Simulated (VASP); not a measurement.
# Sn2TeS3 (R-3m) in VASP: further runs

Sn2TeS3 is run at these levels: PBE; tasks: single point, relaxation of cell and atoms.

Program: VASP 6.6.1. These are calculated values, not measurements. Logs are shortened: lines on timing, memory, paths and dates and some standing lists are left out, and cuts for length are marked.

### 1 The cell of the first run

Symmetry: R-3m, No. 166, trigonal system. Conventional cell: a = 5.525 Å, b = 5.525 Å, c = 16.250 Å, α = 90.00°, β = 90.00°, γ = 120.00°. Within 4.3 Å of Sn (site symmetry 3m) lie 4 Sn at 2.93 to 4.04 Å and 9 S at 3.13 to 4.26 Å and 3 Te at 3.42 Å. Te (site symmetry -3m) has 6 S at 3.14 Å and 6 Sn at 3.42 Å within 4.1 Å. Within 3.6 Å of S (site symmetry 2/m) lie 4 S at 2.76 Å and 4 Sn at 3.13 Å and 2 Te at 3.14 Å.

The cell was generated, and may not be a known phase.

### 2 Single point, PBE

Input file INCAR:

```
PREC = Accurate
ENCUT = 520
EDIFF = 1E-6
ISMEAR = 0
SIGMA = 0.1
LREAL = False
LASPH = True
NELM = 100
ALGO = Normal
ISIF = 2
LWAVE = False
LCHARG = True
GGA = PE
LELF = True
LVHAR = True
NBANDS = 35
```

Input file KPOINTS:

```
Automatic mesh
0
Gamma
  3 3 3
```

Input file POSCAR:

```
Sn2TeS3
1.0
    2.7626649382      1.5950253440      5.4166685915
   -2.7626649382      1.5950253440      5.4166685915
    0.0000000000     -3.1900506932      5.4166685900
Sn Te S
2 1 3
Direct
    0.0902833965      0.0902833965      0.0902833965
    0.9097166035      0.9097166035      0.9097166035
    0.5000000000      0.5000000000      0.5000000000
    0.0000000000      0.5000000000      0.5000000000
    0.5000000000      0.0000000000      0.5000000000
    0.5000000000      0.5000000000      0.0000000000
```

Potentials or basis: VASP PAW PBE potentials, release 64 (Sn_d, Te, S).

Command:

```console
$ cat potpaw_PBE.64/Sn_d/POTCAR potpaw_PBE.64/Te/POTCAR potpaw_PBE.64/S/POTCAR > POTCAR
$ mpirun -np 1 vasp_std > vasp.out
```

OUTCAR:

```text
PREC = Accurate
   ENCUT = 520
   EDIFF = 1E-6
   ISMEAR = 0
   LREAL = False
   LASPH = True
   NELM = 100
   ISIF = 2
   GGA = PE

 ion  position               nearest neighbor table
   1  0.090  0.090  0.090-   2 2.93   4 3.13   5 3.13   4 3.13   5 3.13   6 3.13   6 3.13   3 3.42
                             3 3.42   3 3.42
   2  0.910  0.910  0.910-   1 2.93   4 3.13   5 3.13   5 3.13   4 3.13   6 3.13   6 3.13   3 3.42
                             3 3.42   3 3.42
   3  0.500  0.500  0.500-   4 3.14   5 3.14   5 3.14   4 3.14   6 3.14   6 3.14   2 3.42   1 3.42
                             2 3.42   1 3.42   2 3.42   1 3.42
   4  0.000  0.500  0.500-   6 2.76   6 2.76   5 2.76   5 2.76   2 3.13   1 3.13   2 3.13   1 3.13
                             3 3.14   3 3.14
   5  0.500  0.000  0.500-   6 2.76   6 2.76   4 2.76   4 2.76   2 3.13   1 3.13   2 3.13   1 3.13
                             3 3.14   3 3.14
   6  0.500  0.500  0.000-   4 2.76   5 2.76   5 2.76   4 2.76   2 3.13   1 3.13   2 3.13   1 3.13
                             3 3.14   3 3.14

  LATTYP: Found a trigonal (rhomboedric) cell.
 ALAT       =     6.2862327382
 COS(alpha) =     0.6137170713

  Lattice vectors:

 A1 = (   2.7626649382,   1.5950253440,   5.4166685915)
 A2 = (  -2.7626649382,   1.5950253440,   5.4166685915)
 A3 = (   0.0000000000,  -3.1900506932,   5.4166685900)

Analysis of symmetry for initial positions (statically):
=====================================================================
 Subroutine PRICEL returns:
 Original cell was already a primitive cell.

 Routine SETGRP: Setting up the symmetry group for a
 trigonal (rhombohedral) supercell.

 Subroutine GETGRP returns: Found 12 space group operations
 (whereof 12 operations were pure point group operations)
 out of a pool of 12 trial point group operations.

The static configuration has the point symmetry D_3d.

Analysis of symmetry for dynamics (positions and initial velocities):
=====================================================================
 Subroutine PRICEL returns:
 Original cell was already a primitive cell.

 Routine SETGRP: Setting up the symmetry group for a
 trigonal (rhombohedral) supercell.

 Subroutine GETGRP returns: Found 12 space group operations
 (whereof 12 operations were pure point group operations)
 out of a pool of 12 trial point group operations.

The dynamic configuration has the point symmetry D_3d.

 Subroutine INISYM returns: Found 12 space group operations
 (whereof 12 operations are pure point group operations),
 and found     1 'primitive' translations

----------------------------------------------------------------------------------------

                                     Primitive cell

  volume of cell :     143.2120

  direct lattice vectors                    reciprocal lattice vectors
     2.762664938  1.595025344  5.416668591     0.180984669  0.104491547  0.061538440
    -2.762664938  1.595025344  5.416668591    -0.180984669  0.104491547  0.061538440
     0.000000000 -3.190050693  5.416668590     0.000000000 -0.208983095  0.061538440

  length of vectors
     6.286232738  6.286232738  6.286232738     0.217855258  0.217855258  0.217855258

  position of ions in fractional coordinates (direct lattice)
     0.090283396  0.090283396  0.090283396
     0.909716604  0.909716604  0.909716604
     0.500000000  0.500000000  0.500000000
     0.000000000  0.500000000  0.500000000
     0.500000000  0.000000000  0.500000000
     0.500000000  0.500000000  0.000000000

  ion indices of the primitive-cell ions
   primitive index   ion index
                 1           1
                 2           2
                 3           3
                 4           4
                 5           5
                 6           6

----------------------------------------------------------------------------------------

 KPOINTS: Automatic mesh

Automatic generation of k-mesh.
 Grid dimensions read from file:
 generate k-points for:    3    3    3

 Generating k-lattice:

  Cartesian coordinates                     Fractional coordinates (reciprocal lattice)
     0.060328223  0.034830516  0.020512813     0.333333333  0.000000000  0.000000000
    -0.060328223  0.034830516  0.020512813     0.000000000  0.333333333  0.000000000
     0.000000000 -0.069661032  0.020512813    -0.000000000 -0.000000000  0.333333333

  Length of vectors
     0.072618419  0.072618419  0.072618419

  Shift w.r.t. Gamma in fractional coordinates (k-lattice)
     0.000000000  0.000000000  0.000000000

 Subroutine IBZKPT returns following result:
 ===========================================

 Found      6 irreducible k-points:

 Following reciprocal coordinates:
            Coordinates               Weight
  0.000000  0.000000  0.000000      1.000000
  0.333333  0.000000  0.000000      6.000000
  0.333333  0.333333  0.000000      6.000000
 -0.333333  0.333333  0.000000      6.000000
  0.333333  0.333333  0.333333      2.000000
 -0.333333  0.333333  0.333333      6.000000
   k-points           NKPTS =      6   k-points in BZ     NKDIM =      6   number of bands    NBANDS=     35
   number of dos      NEDOS =    301   number of ions     NIONS =      6
   total plane-waves  NPLWV = 110592
   dimension x,y,z NGX =    48 NGY =   48 NGZ =   48
   dimension x,y,z NGXF=    96 NGYF=   96 NGZF=   96
   ions per type =               2   1   3
   NGX,Y,Z   is equivalent  to a cutoff of  12.69, 12.69, 12.69 a.u.
   NGXF,Y,Z  is equivalent  to a cutoff of  25.39, 25.39, 25.39 a.u.
 SYSTEM =  unknown system
   PREC   = accura    normal or accurate (medium, high low for compatibility)
   ISTART =      0    job   : 0-new  1-cont  2-samecut
   ICHARG =      2    charge: 1-file 2-atom 10-const
   ISPIN  =      1    spin polarized calculation?
   LNONCOLLINEAR =      F non collinear calculations
   LSORBIT =      F    spin-orbit coupling
   LASPH  =      T    aspherical Exc in radial PAW
   ENCUT  =  520.0 eV  38.22 Ry    6.18 a.u.  11.69 11.69 11.69*2*pi/ulx,y,z
   NELM   =    100;   NELMIN=  2; NELMDL= -5     # of ELM steps
   EDIFF  = 0.1E-05   stopping-criterion for ELM
   LREAL  =      F    real-space projection
   EDIFFG = 0.1E-04   stopping-criterion for IOM
   NSW    =      0    number of steps for IOM
   IBRION =     -1    ionic relax: 0-MD 1-quasi-New 2-CG
   NFREE  =      0    steps in history (QN), initial steepest desc. (CG)
   ISIF   =      2    stress and relaxation
   ISYM   =      2    0-nonsym 1-usesym 2-fastsym
   POTIM  = 0.5000    time-step for ionic-motion
   TEBEG  =    0.0;   TEEND  =   0.0 temperature during run
   PSTRESS=    0.0 pullay stress
   NELECT =      52.0000    total number of electrons
   NUPDOWN=      -1.0000    fix difference up-down
   EMIN   =  10.00;   EMAX   =-10.00  energy-range for DOS
   EFERMI =   0.00;   METHOD = LEGACY
   ISMEAR =     0;   SIGMA  =   0.10  broadening in eV -4-tet -1-fermi 0-gaus
   EFERMI_NEDOS =   21; number of points for ismear=-14 and -15
   IALGO  =     38    algorithm
   IMIX   =      4    mixing-type and parameters
     AMIX     =   0.40;   BMIX     =  1.00
     AMIX_MAG =   1.60;   BMIX_MAG =  1.00
  volume/ion in A,a.u.               =      23.87       161.07
  Fermi-wavevector in a.u.,A,eV,Ry     =   1.167928  2.207064 18.559115  1.364056
  Thomas-Fermi vector in A             =   2.304422
   LORBIT       =      0    0 simple, 1 ext, 2 COOP (PROOUT), +10 PAW based schemes
   GGA     = PE    functional components
   LHFCALC =     F    Hartree Fock is set to
   AEXX    =    0.0000 exact exchange contribution
   IVDW    =     0    specifies the selected vdW correction
   LEPSILON=     F    determine dielectric tensor
   LRPA    =     F    only Hartree local field effects (RPA)
 non-spin polarized calculation
 Gauss-broadening in eV      SIGMA  =   0.10
  energy-cutoff  :      520.00
  volume of cell :      143.21
 maximum number of plane-waves:      3885
   NGX = 23   NGY = 23   NGZ = 23

 number of electron      52.0000004 magnetization

 Free energy of the ion-electron system (eV)
  ---------------------------------------------------
  ext. energy  EPLUGINS =         0.00000000
  ---------------------------------------------------
  free energy    TOTEN  =       -20.78727433 eV

  energy without entropy =      -20.77436983  energy(sigma->0) =      -20.78082208

 E-fermi :   6.6685     XC(G=0): -10.0231

 val. band max:        6.6684060748   @ k =   0.3333   0.3333   0.0000
 cond. band min:       6.8609062886   @ k =   0.3333   0.3333   0.3333
 fundamental gap:      0.1925002138
 Fermi energy:         6.6685390783

 k-point     1 :       0.0000    0.0000    0.0000
  band No.  band energies     occupation
      1     -15.1855      2.00000
      2     -15.0979      2.00000
      3     -15.0979      2.00000
      4     -15.0849      2.00000
      5     -15.0849      2.00000
      6     -15.0706      2.00000
[... 27 lines left out ...]
     34      11.8949      0.00000
     35      12.5938      0.00000

 k-point     2 :       0.3333    0.0000    0.0000
  band No.  band energies     occupation
      1     -15.1865      2.00000
      2     -15.1046      2.00000
      3     -15.0970      2.00000
      4     -15.0847      2.00000
      5     -15.0825      2.00000
      6     -15.0736      2.00000
[... 27 lines left out ...]
     34      10.9630      0.00000
     35      13.4492      0.00000

 k-point     3 :       0.3333    0.3333    0.0000
  band No.  band energies     occupation
      1     -15.1879      2.00000
      2     -15.1061      2.00000
      3     -15.1007      2.00000
      4     -15.0857      2.00000
      5     -15.0804      2.00000
      6     -15.0729      2.00000
[... 27 lines left out ...]
     34      10.8574      0.00000
     35      13.4285      0.00000

 k-point     4 :      -0.3333    0.3333    0.0000
  band No.  band energies     occupation
      1     -15.1877      2.00000
      2     -15.1069      2.00000
      3     -15.1001      2.00000
      4     -15.0853      2.00000
      5     -15.0813      2.00000
      6     -15.0727      2.00000
[... 27 lines left out ...]
     34      10.4112      0.00000
     35      13.1896      0.00000

 k-point     5 :       0.3333    0.3333    0.3333
  band No.  band energies     occupation
      1     -15.1897      2.00000
      2     -15.1055      2.00000
      3     -15.1055      2.00000
      4     -15.0834      2.00000
      5     -15.0834      2.00000
      6     -15.0717      2.00000
[... 27 lines left out ...]
     34      10.3986      0.00000
     35      12.6044      0.00000

 k-point     6 :      -0.3333    0.3333    0.3333
  band No.  band energies     occupation
      1     -15.1893      2.00000
      2     -15.1060      2.00000
      3     -15.1055      2.00000
      4     -15.0849      2.00000
      5     -15.0825      2.00000
      6     -15.0712      2.00000
[... 27 lines left out ...]
     34      11.2756      0.00000
     35      12.3757      0.00000

------------------------ aborting loop because EDIFF is reached ----------------------------------------

  FORCE on cell =-STRESS in cart. coord.  units (eV):
  Direction    XX          YY          ZZ          XY          YZ          ZX
  --------------------------------------------------------------------------------------
  -------------------------------------------------------------------------------------
  Total       -0.0386938     -0.0386938     -0.0312006      0.0000000     -0.0000000      0.0000000
  in kB       -0.4328856     -0.4328856     -0.3490549      0.0000000     -0.0000000      0.0000000
  external PRESSURE =      -0.4049420 kB  Pullay stress =       0.0000000 kB

 VOLUME and BASIS-vectors are now :
 -----------------------------------------------------------------------------
  energy-cutoff  :      520.00
  volume of cell :      143.21
      direct lattice vectors                 reciprocal lattice vectors
     2.762664938  1.595025344  5.416668591     0.180984669  0.104491547  0.061538440
    -2.762664938  1.595025344  5.416668591    -0.180984669  0.104491547  0.061538440
     0.000000000 -3.190050693  5.416668590     0.000000000 -0.208983095  0.061538440

 POSITION                                       TOTAL-FORCE (eV/Angst)
 -----------------------------------------------------------------------------------
      0.00000     -0.00000      1.46711        -0.000000      0.000000     -0.007936
      0.00000     -0.00000     14.78290        -0.000000     -0.000000      0.007936
      0.00000     -0.00000      8.12500        -0.000000     -0.000000     -0.000000
     -1.38133     -0.79751      5.41667         0.000000     -0.000000      0.000000
      1.38133     -0.79751      5.41667         0.000000     -0.000000      0.000000
      0.00000      1.59503      5.41667        -0.000000     -0.000000     -0.000000
 -----------------------------------------------------------------------------------
    total drift:                                0.000000     -0.000000      0.000000

  FREE ENERGIE OF THE ION-ELECTRON SYSTEM (eV)
  ---------------------------------------------------
  free  energy   TOTEN  =       -20.7872743285 eV

  energy  without entropy=      -20.7743698284  energy(sigma->0) =      -20.78082208
```

Wall time 22 s (1 thread of AMD EPYC 9R45 (Zen 5), shared host); peak memory 0.29 GiB.

Results:

```yaml
Free_energy: -20.7873 eV
Pressure: 0.0 GPa
Largest_force: 0.008 eV/Å
Band_gap_on_the_k_mesh: zero (bands 26 and 27 overlap by 0.50 eV)
```

Forces on the atoms (eV/Å):
```
Sn   0.000  0.000 -0.008
Sn   0.000  0.000  0.008
Te   0.000  0.000  0.000
S    0.000  0.000  0.000
S    0.000  0.000  0.000
S    0.000  0.000  0.000
```

Caveat: the k points lie up to 0.46 Å⁻¹ apart; semilocal functionals underestimate gaps, and a narrow one can read as zero; spin-orbit coupling is left out, which moves the levels of the heavy elements.

[end of part 1 of 3]

The gap in the log of VASP goes by the Fermi energy; the results here count the filled bands.